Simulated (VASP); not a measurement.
# SrTiO3 (P4/mmm) in VASP: further runs

Aim: see how the results for SrTiO3 move with the level of theory and the settings. Levels: PBE, r2SCAN. Tasks: single point.

Program: VASP 6.6.1. These are calculated values, not measurements. Logs are shortened: lines on timing, memory, paths and dates and some standing lists are left out, and cuts for length are marked.

## Step 1: The cell of the first run

The structure is tetragonal, space group P4/mmm (No. 123). The conventional cell has a = 3.907 Å, b = 3.907 Å, c = 3.946 Å, α = 90.00°, β = 90.00°, γ = 90.00°. Sr (site symmetry 4/mmm) has 12 O at 2.76 to 2.78 Å and 8 Ti at 3.39 Å within 3.6 Å. Ti (site symmetry 4/mmm) has 6 O at 1.95 to 1.97 Å within 2.6 Å. Within 2.6 Å of O (site symmetry 4/mmm) lie 2 Ti at 1.97 Å. O (site symmetry mmm) has 2 Ti at 1.95 Å within 2.6 Å.

## Step 2: Single point, PBE (uniaxial z strain +1.0%)

INCAR reads:

```
SYSTEM = SrTiO3
  PREC = Accurate
  ENCUT = 520
  EDIFF = 1E-7
  ISMEAR = -1
  SIGMA = 0.02
  LREAL = .False.
  LASPH = .True.
  NELM = 100
  ALGO = Normal
  ISIF = 2
  LWAVE = .False.
  LCHARG = .False.
  GGA = PE
  NBANDS = 28
```

KPOINTS reads:

```
regular mesh
0
Gamma
  6 6 6
  0 0 0
```

POSCAR reads:

```
SrTiO3
1.0
    3.9068515016      0.0000000000      0.0000000000
    0.0000000000      3.9068515016      0.0000000000
    0.0000000000      0.0000000000      3.9459200166
Sr Ti O
1 1 3
Direct
    0.0000000000      0.0000000000      0.0000000000
    0.5000000000      0.5000000000      0.5000000000
    0.5000000000      0.5000000000      0.0000000000
    0.5000000000      0.0000000000      0.5000000000
    0.0000000000      0.5000000000      0.5000000000
```

Potentials or basis: VASP PAW PBE potentials, release 64 (Sr_sv, Ti_sv, O).

Run with:

```sh
$ cat potpaw_PBE.64/Sr_sv/POTCAR potpaw_PBE.64/Ti_sv/POTCAR potpaw_PBE.64/O/POTCAR > POTCAR
$ mpirun -np 1 vasp_std > vasp.out
```

OUTCAR:

```text
SYSTEM = SrTiO3
   PREC = Accurate
   ENCUT = 520
   EDIFF = 1E-7
   ISMEAR = -1
   LREAL = .False.
   LASPH = .True.
   NELM = 100
   ISIF = 2
   GGA = PE

 ion  position               nearest neighbor table
   1  0.000  0.000  0.000-   3 2.76   3 2.76   3 2.76   3 2.76   5 2.78   4 2.78   5 2.78   5 2.78
                             5 2.78   4 2.78   4 2.78   4 2.78   2 3.39   2 3.39   2 3.39   2 3.39
   2  0.500  0.500  0.500-   4 1.95   5 1.95   4 1.95   5 1.95   3 1.97   3 1.97   1 3.39   1 3.39
                             1 3.39   1 3.39   1 3.39   1 3.39   1 3.39   1 3.39
   3  0.500  0.500  0.000-   2 1.97   2 1.97   1 2.76   1 2.76   1 2.76   1 2.76
   4  0.500  0.000  0.500-   2 1.95   2 1.95   1 2.78   1 2.78   1 2.78   1 2.78
   5  0.000  0.500  0.500-   2 1.95   2 1.95   1 2.78   1 2.78   1 2.78   1 2.78

  LATTYP: Found a simple tetragonal cell.
 ALAT       =     3.9068515016
 C/A-ratio  =     1.0100000000

  Lattice vectors:

 A1 = (   3.9068515016,   0.0000000000,   0.0000000000)
 A2 = (   0.0000000000,   3.9068515016,   0.0000000000)
 A3 = (   0.0000000000,   0.0000000000,   3.9459200166)

Analysis of symmetry for initial positions (statically):
=====================================================================
 Subroutine PRICEL returns:
 Original cell was already a primitive cell.

 Routine SETGRP: Setting up the symmetry group for a
 simple tetragonal supercell.

 Subroutine GETGRP returns: Found 16 space group operations
 (whereof 16 operations were pure point group operations)
 out of a pool of 16 trial point group operations.

The static configuration has the point symmetry D_4h.

Analysis of symmetry for dynamics (positions and initial velocities):
=====================================================================
 Subroutine PRICEL returns:
 Original cell was already a primitive cell.

 Routine SETGRP: Setting up the symmetry group for a
 simple tetragonal supercell.

 Subroutine GETGRP returns: Found 16 space group operations
 (whereof 16 operations were pure point group operations)
 out of a pool of 16 trial point group operations.

The dynamic configuration has the point symmetry D_4h.

 Subroutine INISYM returns: Found 16 space group operations
 (whereof 16 operations are pure point group operations),
 and found     1 'primitive' translations

----------------------------------------------------------------------------------------

                                     Primitive cell

  volume of cell :      60.2285

  direct lattice vectors                    reciprocal lattice vectors
     3.906851502  0.000000000  0.000000000     0.255960586  0.000000000  0.000000000
     0.000000000  3.906851502  0.000000000     0.000000000  0.255960586  0.000000000
     0.000000000  0.000000000  3.945920017     0.000000000  0.000000000  0.253426323

  length of vectors
     3.906851502  3.906851502  3.945920017     0.255960586  0.255960586  0.253426323

  position of ions in fractional coordinates (direct lattice)
     0.000000000  0.000000000  0.000000000
     0.500000000  0.500000000  0.500000000
     0.500000000  0.500000000  0.000000000
     0.500000000  0.000000000  0.500000000
     0.000000000  0.500000000  0.500000000

  ion indices of the primitive-cell ions
   primitive index   ion index
                 1           1
                 2           2
                 3           3
                 4           4
                 5           5

----------------------------------------------------------------------------------------

 KPOINTS: regular mesh

Automatic generation of k-mesh.
 Grid dimensions read from file:
 generate k-points for:    6    6    6

 Generating k-lattice:

  Cartesian coordinates                     Fractional coordinates (reciprocal lattice)
     0.042660098  0.000000000  0.000000000     0.166666667  0.000000000  0.000000000
     0.000000000  0.042660098  0.000000000     0.000000000  0.166666667  0.000000000
     0.000000000  0.000000000  0.042237720     0.000000000  0.000000000  0.166666667

  Length of vectors
     0.042660098  0.042660098  0.042237720

  Shift w.r.t. Gamma in fractional coordinates (k-lattice)
     0.000000000  0.000000000  0.000000000

 Subroutine IBZKPT returns following result:
 ===========================================

 Found     40 irreducible k-points:

 Following reciprocal coordinates:
            Coordinates               Weight
  0.000000  0.000000  0.000000      1.000000
  0.166667  0.000000  0.000000      4.000000
  0.333333  0.000000  0.000000      4.000000
  0.500000  0.000000  0.000000      2.000000
  0.166667  0.166667  0.000000      4.000000
  0.333333  0.166667  0.000000      8.000000
[... 16 lines left out ...]
  0.333333  0.000000  0.333333      8.000000
  0.500000  0.000000  0.333333      4.000000
 [... further k-points ...]
   k-points           NKPTS =     40   k-points in BZ     NKDIM =     40   number of bands    NBANDS=     28
   number of dos      NEDOS =    301   number of ions     NIONS =      5
   total plane-waves  NPLWV =  27000
   dimension x,y,z NGX =    30 NGY =   30 NGZ =   30
   dimension x,y,z NGXF=    60 NGYF=   60 NGZF=   60
   ions per type =               1   1   3
   NGX,Y,Z   is equivalent  to a cutoff of  12.77, 12.77, 12.64 a.u.
   NGXF,Y,Z  is equivalent  to a cutoff of  25.53, 25.53, 25.28 a.u.
 SYSTEM =  SrTiO3
   PREC   = accura    normal or accurate (medium, high low for compatibility)
   ISTART =      0    job   : 0-new  1-cont  2-samecut
   ICHARG =      2    charge: 1-file 2-atom 10-const
   ISPIN  =      1    spin polarized calculation?
   LNONCOLLINEAR =      F non collinear calculations
   LSORBIT =      F    spin-orbit coupling
   LASPH  =      T    aspherical Exc in radial PAW
   ENCUT  =  520.0 eV  38.22 Ry    6.18 a.u.   7.26  7.26  7.34*2*pi/ulx,y,z
   NELM   =    100;   NELMIN=  2; NELMDL= -5     # of ELM steps
   EDIFF  = 0.1E-06   stopping-criterion for ELM
   LREAL  =      F    real-space projection
   EDIFFG = 0.1E-05   stopping-criterion for IOM
   NSW    =      0    number of steps for IOM
   IBRION =     -1    ionic relax: 0-MD 1-quasi-New 2-CG
   NFREE  =      0    steps in history (QN), initial steepest desc. (CG)
   ISIF   =      2    stress and relaxation
   ISYM   =      2    0-nonsym 1-usesym 2-fastsym
   POTIM  = 0.5000    time-step for ionic-motion
   TEBEG  =    0.0;   TEEND  =   0.0 temperature during run
   PSTRESS=    0.0 pullay stress
   NELECT =      40.0000    total number of electrons
   NUPDOWN=      -1.0000    fix difference up-down
   EMIN   =  10.00;   EMAX   =-10.00  energy-range for DOS
   EFERMI =   0.00;   METHOD = LEGACY
   ISMEAR =    -1;   SIGMA  =   0.02  broadening in eV -4-tet -1-fermi 0-gaus
   EFERMI_NEDOS =   21; number of points for ismear=-14 and -15
   IALGO  =     38    algorithm
   IMIX   =      4    mixing-type and parameters
     AMIX     =   0.40;   BMIX     =  1.00
     AMIX_MAG =   1.60;   BMIX_MAG =  1.00
  volume/ion in A,a.u.               =      12.05        81.29
  Fermi-wavevector in a.u.,A,eV,Ry     =   1.428326  2.699146 27.757468  2.040116
  Thomas-Fermi vector in A             =   2.548400
   LORBIT       =      0    0 simple, 1 ext, 2 COOP (PROOUT), +10 PAW based schemes
   GGA     = PE    functional components
   LHFCALC =     F    Hartree Fock is set to
   AEXX    =    0.0000 exact exchange contribution
   IVDW    =     0    specifies the selected vdW correction
   LEPSILON=     F    determine dielectric tensor
   LRPA    =     F    only Hartree local field effects (RPA)
 non-spin polarized calculation
  energy-cutoff  :      520.00
  volume of cell :       60.23
 maximum number of plane-waves:      1640
 NGX is ok and might be reduce to    30
   NGX = 15   NGY = 15   NGZ = 15

 number of electron      39.9999998 magnetization

 Free energy of the ion-electron system (eV)
  ---------------------------------------------------
  ext. energy  EPLUGINS =         0.00000000
  ---------------------------------------------------
  free energy    TOTEN  =       -40.09055687 eV

  energy without entropy =      -40.09055687  energy(sigma->0) =      -40.09055687

 E-fermi :   4.5341     XC(G=0): -11.2108

 val. band max:        4.0879039037   @ k =   0.5000   0.5000   0.5000
 cond. band min:       5.9012016284   @ k =   0.0000   0.0000   0.0000
 fundamental gap:      1.8132977246
 Fermi energy:         4.5341421629

 k-point     1 :       0.0000    0.0000    0.0000
  band No.  band energies     occupation
      1     -52.4394      2.00000
      2     -28.7523      2.00000
      3     -28.6807      2.00000
      4     -28.6807      2.00000
      5     -28.6740      2.00000
      6     -13.3161      2.00000
[... 20 lines left out ...]
     27       9.5073      0.00000
     28      10.1859      0.00000

 k-point     2 :       0.1667    0.0000    0.0000
  band No.  band energies     occupation
      1     -52.4390      2.00000
      2     -28.7816      2.00000
      3     -28.6800      2.00000
      4     -28.6733      2.00000
      5     -28.6632      2.00000
      6     -13.3277      2.00000
[... 20 lines left out ...]
     27       9.9717      0.00000
     28      10.8392      0.00000

 k-point     3 :       0.3333    0.0000    0.0000
  band No.  band energies     occupation
      1     -52.4383      2.00000
      2     -28.8274      2.00000
      3     -28.6785      2.00000
      4     -28.6718      2.00000
      5     -28.6407      2.00000
      6     -13.4432      2.00000
[... 20 lines left out ...]
     27      10.9262      0.00000
     28      12.1295      0.00000

 k-point     4 :       0.5000    0.0000    0.0000
  band No.  band energies     occupation
      1     -52.4379      2.00000
      2     -28.8479      2.00000
      3     -28.6778      2.00000
      4     -28.6711      2.00000
      5     -28.6317      2.00000
      6     -13.5226      2.00000
[... 20 lines left out ...]
     27      11.4666      0.00000
     28      12.0417      0.00000

 k-point     5 :       0.1667    0.1667    0.0000
  band No.  band energies     occupation
      1     -52.4387      2.00000
      2     -28.7891      2.00000
      3     -28.6977      2.00000
      4     -28.6725      2.00000
      5     -28.6495      2.00000
      6     -13.2891      2.00000
[... 20 lines left out ...]
     27      10.3452      0.00000
     28      11.2409      0.00000

 k-point     6 :       0.3333    0.1667    0.0000
  band No.  band energies     occupation
      1     -52.4379      2.00000
      2     -28.8153      2.00000
      3     -28.7006      2.00000
      4     -28.6711      2.00000
      5     -28.6431      2.00000
      6     -13.3175      2.00000
[... 463 lines left out ...]
      5     -28.6342      2.00000
      6     -13.4718      2.00000
[... 20 lines left out ...]
     27      10.8679      0.00000
     28      12.1667      0.00000

 k-point    22 :       0.1667    0.0000    0.3333
  band No.  band energies     occupation
      1     -52.4381      2.00000
      2     -28.8107      2.00000
      3     -28.6992      2.00000
      4     -28.6781      2.00000
      5     -28.6380      2.00000
      6     -13.3486      2.00000
[... 20 lines left out ...]
     27      11.3177      0.00000
     28      12.2826      0.00000

 k-point    23 :       0.3333    0.0000    0.3333
  band No.  band energies     occupation
      1     -52.4373      2.00000
      2     -28.7901      2.00000
      3     -28.7255      2.00000
      4     -28.6767      2.00000
      5     -28.6568      2.00000
      6     -13.1109      2.00000
[... 20 lines left out ...]
     27      12.2719      0.00000
     28      12.4339      0.00000

 k-point    24 :       0.5000    0.0000    0.3333
  band No.  band energies     occupation
      1     -52.4369      2.00000
      2     -28.7894      2.00000
      3     -28.7182      2.00000
      4     -28.6768      2.00000
      5     -28.6760      2.00000
      6     -13.0261      2.00000
[... 20 lines left out ...]
     27      12.1663      0.00000
     28      13.0955      0.00000

 [... further k-points ...]

------------------------ aborting loop because EDIFF is reached ----------------------------------------

  FORCE on cell =-STRESS in cart. coord.  units (eV):
  Direction    XX          YY          ZZ          XY          YZ          ZX
  --------------------------------------------------------------------------------------
  -------------------------------------------------------------------------------------
  Total        1.3722226      1.3722226      0.5178354      0.0000000     -0.0000000      0.0000000
  in kB       36.5033783     36.5033783     13.7752731      0.0000000     -0.0000000      0.0000000
  external PRESSURE =      28.9273432 kB  Pullay stress =       0.0000000 kB

 VOLUME and BASIS-vectors are now :
 -----------------------------------------------------------------------------
  energy-cutoff  :      520.00
  volume of cell :       60.23
      direct lattice vectors                 reciprocal lattice vectors
     3.906851502  0.000000000  0.000000000     0.255960586  0.000000000  0.000000000
     0.000000000  3.906851502  0.000000000     0.000000000  0.255960586  0.000000000
     0.000000000  0.000000000  3.945920017     0.000000000  0.000000000  0.253426323

 POSITION                                       TOTAL-FORCE (eV/Angst)
 -----------------------------------------------------------------------------------
      0.00000      0.00000      0.00000         0.000000      0.000000      0.000000
      1.95343      1.95343      1.97296         0.000000      0.000000      0.000000
      1.95343      1.95343      0.00000         0.000000      0.000000      0.000000
      1.95343      0.00000      1.97296         0.000000      0.000000      0.000000
      0.00000      1.95343      1.97296         0.000000      0.000000      0.000000
 -----------------------------------------------------------------------------------
    total drift:                                0.000000      0.000000     -0.000000

  FREE ENERGIE OF THE ION-ELECTRON SYSTEM (eV)
  ---------------------------------------------------
  free  energy   TOTEN  =       -40.0905568750 eV

  energy  without entropy=      -40.0905568750  energy(sigma->0) =      -40.09055687
```

It took 2 min on 1 thread of Intel Xeon 8259CL, shared host; peak memory 0.22 GiB.

Results:

| Item | Value |
| --- | --- |
| Free energy | -40.0906 eV |
| Pressure | 2.9 GPa |
| Band gap on the k mesh | 1.81 eV (least direct gap 2.19 eV) |

Stress tensor (GPa, compression positive):
```
3.65 0.00 0.00
0.00 3.65 0.00
0.00 0.00 1.38
```

Caveat: the cell differs from its parent crystal (uniaxial z strain +1.0%).

## Step 3: Single point, PBE (uniaxial z strain +2.0%)

INCAR reads:

```
PREC     = Accurate       # precision mode
ENCUT    = 520            # plane-wave cutoff, eV
EDIFF    = 1E-7           # SCF threshold, eV
ISMEAR   = -1             # smearing method
SIGMA    = 0.02           # smearing width, eV
LREAL    = False          # projectors in reciprocal space
LASPH    = True           # aspherical terms in the spheres
NELM     = 60             # most SCF steps
ALGO     = Normal         # electronic algorithm
ISIF     = 2              # what is computed and relaxed
LWAVE    = False          # write WAVECAR
LCHARG   = False          # write CHGCAR
GGA      = PE             # functional
NBANDS   = 28             # bands
```

KPOINTS reads:

```
regular mesh
0
Gamma
  6 6 6
```

Edit POSCAR of step 2 so:

```diff
@@ -4,3 +4,3 @@
     0.0000000000      3.9068515016      0.0000000000
-    0.0000000000      0.0000000000      3.9459200166
+    0.0000000000      0.0000000000      3.9849885316
 Sr Ti O
```

Potentials or basis: VASP PAW PBE potentials, release 64 (Sr_sv, Ti_sv, O).

Run with:

```sh
$ cat potpaw_PBE.64/Sr_sv/POTCAR potpaw_PBE.64/Ti_sv/POTCAR potpaw_PBE.64/O/POTCAR > POTCAR
$ mpirun -np 1 vasp_std > vasp.out
```

It took 1.8 min on 1 thread of Intel Xeon 8259CL, shared host; peak memory 0.22 GiB.

Results (log left out):

```
Free energy            : -40.0907 eV
Pressure               : 1.2 GPa
Band gap on the k mesh : 1.78 eV (least direct gap 2.17 eV)
```

Stress tensor (GPa, compression positive):
```
 2.63  0.00  0.00
 0.00  2.63  0.00
 0.00  0.00 -1.64
```

Levels at points of the mesh, in eV from the valence-band top:
```csv
k point,band 17,band 18,band 19,band 20,band 21,band 22,band 23,band 24
"(0.00, 0.00, 0.00)",-1.14,-0.41,-0.39,-0.39,1.78,1.78,1.81,4.04
"(0.50, 0.00, 0.00)",-2.38,-1.95,-0.78,-0.76,1.94,3.70,3.71,4.09
"(0.50, 0.50, 0.00)",-1.77,-1.50,-1.50,-0.08,3.71,3.71,4.17,4.94
"(0.00, 0.00, 0.50)",-2.19,-1.95,-0.74,-0.74,1.95,3.52,3.52,4.22
"(0.50, 0.00, 0.50)",-1.76,-1.62,-1.61,-0.15,3.53,3.71,4.06,5.14
"(0.50, 0.50, 0.50)",-3.66,-0.05,-0.05,0.00,4.27,4.27,4.37,6.79
```

Caveat: the cell differs from its parent crystal (uniaxial z strain +2.0%).

## Step 4: Single point, PBE (uniaxial z strain +3.0%)

INCAR reads:

```
PREC = Accurate ; ENCUT = 520
EDIFF = 1E-6 ; ISMEAR = -1
SIGMA = 0.02 ; LREAL = False
LASPH = True ; NELM = 80
ALGO = Normal ; ISIF = 2
LWAVE = False ; LCHARG = False
GGA = PE ; NBANDS = 28
```

KPOINTS reads:

```
Automatic mesh
0
Gamma
  6 6 6
```

Edit POSCAR of step 3 so:

```diff
@@ -4,3 +4,3 @@
     0.0000000000      3.9068515016      0.0000000000
-    0.0000000000      0.0000000000      3.9849885316
+    0.0000000000      0.0000000000      4.0240570466
 Sr Ti O
```

Run with:

```sh
$ cat potpaw_PBE.64/Sr_sv/POTCAR potpaw_PBE.64/Ti_sv/POTCAR potpaw_PBE.64/O/POTCAR > POTCAR
$ mpirun -np 1 vasp_std > vasp.out
```

Wall time 1.7 min (1 thread of Intel Xeon 8259CL, shared host); peak memory 0.22 GiB.

It converged, with:

```
Free energy            : -40.0803 eV
Pressure               : -0.3 GPa
Band gap on the k mesh : 1.74 eV (least direct gap 2.15 eV)
```

Stress tensor (GPa, compression positive):
```
 1.71  0.00  0.00
 0.00  1.71  0.00
 0.00  0.00 -4.29
```

Levels at points of the mesh, in eV from the valence-band top:
| k point | band 18 | band 19 | band 20 | band 21 | band 22 | band 23 |
| --- | --- | --- | --- | --- | --- | --- |
| (0.00, 0.00, 0.00) | -0.43 | -0.41 | -0.41 | 1.74 | 1.74 | 1.79 |
| (0.50, 0.00, 0.00) | -1.94 | -0.80 | -0.77 | 1.90 | 3.66 | 3.67 |
| (0.50, 0.50, 0.00) | -1.47 | -1.47 | -0.07 | 3.67 | 3.67 | 4.14 |
| (0.00, 0.00, 0.50) | -1.93 | -0.75 | -0.75 | 1.92 | 3.41 | 3.41 |
| (0.50, 0.00, 0.50) | -1.64 | -1.63 | -0.18 | 3.41 | 3.68 | 3.98 |
| (0.50, 0.50, 0.50) | -0.07 | -0.07 | 0.00 | 4.18 | 4.18 | 4.33 |

Caveat: the cell differs from its parent crystal (uniaxial z strain +3.0%). A k mesh can miss the band edges.

[end of part 1 of 2]
